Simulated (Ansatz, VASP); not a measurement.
H in VASP and in Ansatz

Contents of INCAR:

```
PREC = Accurate
ENCUT = 520
EDIFF = 1E-7
ISMEAR = 0
SIGMA = 0.01
LREAL = F
LASPH = T
NELM = 60
ALGO = Normal
ISIF = 2
LWAVE = F
LCHARG = F
GGA = PE
NBANDS = 8
```

KPOINTS

```
regular mesh
0
Gamma
  1 1 1
```

File POSCAR:

```
H
1.0
   10.0000000000      0.0000000000      0.0000000000
    0.0000000000     10.3000000000      0.0000000000
    0.0000000000      0.0000000000     10.6000000000
H
2
Direct
    0.5000000000      0.4854368932      0.4372525094
    0.5000000000      0.4854368932      0.5061437170
```

Input for Ansatz:

```yaml
crystal:
  lattice:
    - [10.0, 0.0, 0.0]
    - [0.0, 10.3, 0.0]
    - [0.0, 0.0, 10.6]
  atoms:
    - { symbol: H, position: [0.5, 0.4854368932, 0.4372525094] }
    - { symbol: H, position: [0.5, 0.4854368932, 0.506143717] }
scf:
  occupations: { method: gaussian, width: 0.01 }
output:
  forces: true
  stress: false
  eigenvalues: true
hamiltonian:
  xc: pbe
kpoints:
  mp_grid: { grid: [1, 1, 1] }
```

Alike in both runs: task single point; functional PBE; k mesh 1 × 1 × 1; occupations gaussian, width 0.01 eV; no spin polarisation.

```csv
,VASP,Ansatz
version,VASP 6.6.1,Ansatz 0.2.0
potentials or method,"VASP PAW PBE potentials, release 64 (H)","scalar-relativistic, plane waves, PAW"
plane-wave cutoff (eV),520,420
valence electrons in the cell,2,2
```

Ansatz gave:

| Quantity | Value |
| --- | --- |
| gap on the k mesh at the Fermi level (eV) | 10.25 |
| rms of the force components (eV/Å) | 0.426 |

Question: Which values does VASP return?

Answer: gap on the k mesh at the Fermi level (eV): 10.25; rms of the force components (eV/Å): 0.418.

Atom by atom the forces differ by 0.008 eV/Å (rms over components).
